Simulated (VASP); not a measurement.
Crystal: KF.

```
CELL_PARAMETERS angstrom
3.25872 0.00000 0.00000
0.00000 3.25872 0.00000
0.00000 0.00000 3.25872
ATOMIC_POSITIONS crystal
K 0.00000 0.00000 0.00000
F 0.50000 0.50000 0.50000
```

* Program: VASP 6.6.1
* Task: relaxation of cell and atoms
* Functional: PBEsol
* Potentials or basis: VASP PAW PBE potentials, release 64 (K_sv, F)
* Cutoff: 600 eV
* k mesh: 8 × 8 × 8
* Occupations: fermi-dirac, width 0.02 eV
* Spin: no spin polarisation

At the start: pressure -2.4 GPa; volume 17.30 Å³/atom.

Problem. Where does the relaxation end?

Solution. Over 4 steps the energy falls by 10.6 meV/atom and the volume is 16.02 Å³/atom (-7.4 %); space group Pm-3m (No. 221, to 0.05 Å).

Step by step:
```tsv
step	energy change (eV)	largest force (eV/Å)	pressure (GPa)	volume (Å³)
1	0.0000	0.0000	-2.42	34.61
2	-0.0157	0.0000	-1.37	33.31
3	-0.0210	0.0000	-0.30	32.31
4	-0.0213	0.0000	0.02	32.04
```

Final structure:
```cif
data_structure
_symmetry_space_group_name_H-M 'P 1'
_symmetry_Int_Tables_number 1
_cell_length_a 3.1763
_cell_length_b 3.1763
_cell_length_c 3.1763
_cell_angle_alpha 90.000
_cell_angle_beta 90.000
_cell_angle_gamma 90.000
_cell_volume 32.04
loop_
_atom_site_label
_atom_site_type_symbol
_atom_site_fract_x
_atom_site_fract_y
_atom_site_fract_z
_atom_site_occupancy
K1 K 0.00000 0.00000 0.00000 1
F1 F 0.50000 0.50000 0.50000 1
```

Caveat: the PAW data sets were made with another functional, which shifts forces and pressure a little.
